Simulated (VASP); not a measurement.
# MgS: single point with HSE06

MgS:

```
Mg S
1.0
     0.00000    2.83088    2.83088
     2.83088    0.00000    2.83088
     2.83088    2.83088    0.00000
Mg S
1 1
Direct
  0.00000 0.00000 0.00000
  0.25000 0.25000 0.25000
```

- Program: VASP 6.6.1
- Task: single point
- Functional: HSE06
- Potentials or basis: VASP PAW PBE potentials, release 64 (Mg, S)
- Cutoff: 520 eV
- k mesh: 6 × 6 × 6
- Occupations: gaussian, width 0.01 eV
- Spin: no spin polarisation

```yaml
Pressure: -0.1 GPa
Band_gap_on_the_k_mesh: 4.51 eV
```

Levels at points of the mesh, in eV from the valence-band top:
```
           k point  band 1  band 2  band 3  band 4  band 5  band 6  band 7  band 8  band 9
(0.00, 0.00, 0.00)  -12.42    0.00    0.00    0.00    4.51    9.18    9.18    9.18   12.20
(0.50, 0.00, 0.00)  -11.67   -3.39   -0.36   -0.36    6.22    8.83    8.83    9.85   14.24
(0.50, 0.50, 0.00)  -11.43   -3.05   -1.13   -1.13    4.86    6.75   12.63   13.76   13.76
```

It took 9.3 min on 1 thread of Intel(R) Xeon(R) Platinum 8259CL CPU @ 2.50GHz (Skylake/Cascade Lake) (shared host), peak memory 0.29 GiB.

Caveat: the structure was generated, so it needn't be the stable form of MgS; the PAW data sets were made with another functional, which shifts forces and pressure a little. A k mesh can miss the band edges.
